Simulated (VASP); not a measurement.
Input of a VASP 6.6.1 run:

Contents of INCAR:

```
  PREC = Accurate
  ENCUT = 520
  EDIFF = 1E-6
  ISMEAR = 0
  SIGMA = 0.1
  LREAL = F
  LASPH = T
  NELM = 80
  ALGO = Normal
  ISIF = 2
  LWAVE = F
  LCHARG = F
  LDIPOL = T
  IDIPOL = 3
  DIPOL = 0.5 0.5 0.345
  GGA = PE
  IVDW = 12
  NBANDS = 16
```

Contents of KPOINTS:

```
Automatic mesh
0
Gamma
  15 15 1
```

Contents of POSCAR:

```
C
1.0
    2.4656677093      0.0000000000      0.0000000000
   -1.2328338546      2.1353308736      0.0000000000
    0.0000000000      0.0000000000     17.5000661151
C
4
Direct
    0.6666666667      0.3333333333      0.2571437747
    0.3333333333      0.6666666667      0.2571418857
    0.8333333333      0.6666666667      0.4320021459
    1.1666666667      0.3333333333      0.4320002569
```

Potentials or basis: VASP PAW PBE potentials, release 64 (C).

Command:

```sh
$ cat potpaw_PBE.64/C/POTCAR > POTCAR
$ mpirun -np 1 vasp_std > vasp.out
```

**Question.** Estimate the band gap on the k mesh.

**Answer.** 0.37 eV, direct.

**Question.** Predict the largest force.

**Answer.** 0.113 eV/Å.

**Question.** What does it give for the dispersion energy per atom?

**Answer.** -0.127 eV.

Forces on the atoms (eV/Å):
```
C    0.000  0.003 -0.113
C    0.000 -0.003 -0.113
C    0.000 -0.003  0.113
C    0.000  0.003  0.113
```
